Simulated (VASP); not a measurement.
Set up this calculation in VASP 6.6.1, as the native input.

```yaml
Task: single point
Functional: PBE
Potentials_or_basis: VASP PAW PBE potentials, release 64 (Zn, Sn_d, N)
Cutoff: 520 eV
k_mesh: 6 × 6 × 2
Occupations: gaussian, width 0.1 eV
Spin: no spin polarisation
Dipole_correction: no
Further_INCAR_settings: ALGO = Normal; EDIFF = 1e-07; NBANDS = 33
```

The structure of ZnSn2N2 lies in POSCAR:

```
ZnSn2N2
1.0
    2.3532230300     -2.4090329600      0.0000000000
    2.3532230300      2.4090329600      0.0000000000
    0.0000000000      0.0000000000      7.7452531100
Zn Sn N
1 2 2
Direct
    0.5000000000      0.5000000000      0.0000000000
    0.0000000000      0.0000000000      0.5000000000
    0.5000000000      0.5000000000      0.5000000000
    0.8479291700      0.1520708300      0.0000000000
    0.1520708300      0.8479291700      0.0000000000
```

The cell was generated, and may not be a known phase.

The input as run:

INCAR

```
SYSTEM = ZnSn2N2
  PREC = Accurate
  ENCUT = 520
  EDIFF = 1E-7
  ISMEAR = 0
  SIGMA = 0.1
  LREAL = .FALSE.
  LASPH = .TRUE.
  NELM = 100
  ALGO = Normal
  ISIF = 2
  LWAVE = .FALSE.
  LCHARG = .TRUE.
  GGA = PE
  LELF = .TRUE.
  LVHAR = .TRUE.
  NBANDS = 33
```

KPOINTS

```
regular mesh
0
G
  6 6 2
  0 0 0
```

Potentials or basis: VASP PAW PBE potentials, release 64 (Zn, Sn_d, N).

Command:

```bash
$ cat potpaw_PBE.64/Zn/POTCAR potpaw_PBE.64/Sn_d/POTCAR potpaw_PBE.64/N/POTCAR > POTCAR
$ mpirun -np 1 vasp_std > vasp.out
```

It gave:

- Pressure: 43.3 GPa
- Largest force: 10.664 eV/Å
- Band gap on the k mesh: zero (bands 25 and 26 overlap by 0.75 eV)

Caveat: the k points lie up to 0.41 Å⁻¹ apart, too coarse for converged energies and pressures of a metal; spin-orbit coupling is left out, which moves the levels of the heavy elements; forces of over 1 eV/Å act on the atoms, so gaps and moduli don't describe the material at rest.

Wall time 2.5 min on 1 thread of Intel Xeon 8259CL (shared host), peak memory 0.24 GiB.
